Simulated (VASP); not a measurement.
Write the native input for VASP 6.6.1 that does the following.

```yaml
Task: single point
Functional: LDA
Potentials_or_basis: VASP PAW LDA potentials, release 64 (Hf_pv, O)
Cutoff: 520 eV
k_mesh: 8 × 8 × 8
Occupations: gaussian, width 0.05 eV
Spin: no spin polarisation
Dipole_correction: no
Further_INCAR_settings: ALGO = Normal; EDIFF = 1e-06; NBANDS = 18
```

The structure of HfO2 lies in POSCAR:

```
HfO2
1.0
    0.0000000000      2.5008001766      2.5008001766
    2.5008001766      0.0000000000      2.5008001766
    2.5008001766      2.5008001766      0.0000000000
Hf O
1 2
Direct
   -0.0010573696      0.0010573696      0.0074015875
    0.2558981122      0.2441018878      0.2087132147
    0.7558981122      0.7441018878      0.7087132147
```

This cell differs from its parent crystal: mode 4 frozen in at -0.118 Å and mode 5 at -0.088 Å (largest displacements).

The input as run:

INCAR

```
SYSTEM = HfO2
PREC     = Accurate       ! precision mode
ENCUT    = 520            ! plane-wave cutoff, eV
EDIFF    = 1E-6           ! SCF threshold, eV
ISMEAR   = 0              ! smearing method
SIGMA    = 0.05           ! smearing width, eV
LREAL    = .FALSE.        ! projectors in reciprocal space
LASPH    = .TRUE.         ! aspherical terms in the spheres
NELM     = 80             ! most SCF steps
ALGO     = Normal         ! electronic algorithm
ISIF     = 2              ! what is computed and relaxed
LWAVE    = .FALSE.        ! write WAVECAR
LCHARG   = .TRUE.         ! write CHGCAR
LELF     = .TRUE.         ! ELF
LVHAR    = .TRUE.       
NBANDS   = 18             ! bands
```

KPOINTS

```
Automatic mesh
0
G
  8 8 8
  0 0 0
```

Potentials or basis: VASP PAW LDA potentials, release 64 (Hf_pv, O).

Launch:

```bash
$ cat potpaw_LDA.64/Hf_pv/POTCAR potpaw_LDA.64/O/POTCAR > POTCAR
$ mpirun -np 1 vasp_std > vasp.out
```

Results of the run:

```json
{
 "Pressure": "0.6 GPa",
 "Largest force": "1.364 eV/Å",
 "Band gap on the k mesh": "3.71 eV, direct"
}
```

Caveat: the cell differs from its parent crystal (mode 4 frozen in at -0.118 Å and mode 5 at -0.088 Å (largest displacements)); spin-orbit coupling is left out, which moves the levels of the heavy elements; forces of over 1 eV/Å act on the atoms, so gaps and moduli don't describe the material at rest.

Wall time 61 s on 1 thread of Intel(R) Xeon(R) Platinum 8488C (Sapphire Rapids), on a shared host, peak memory 0.2 GiB.
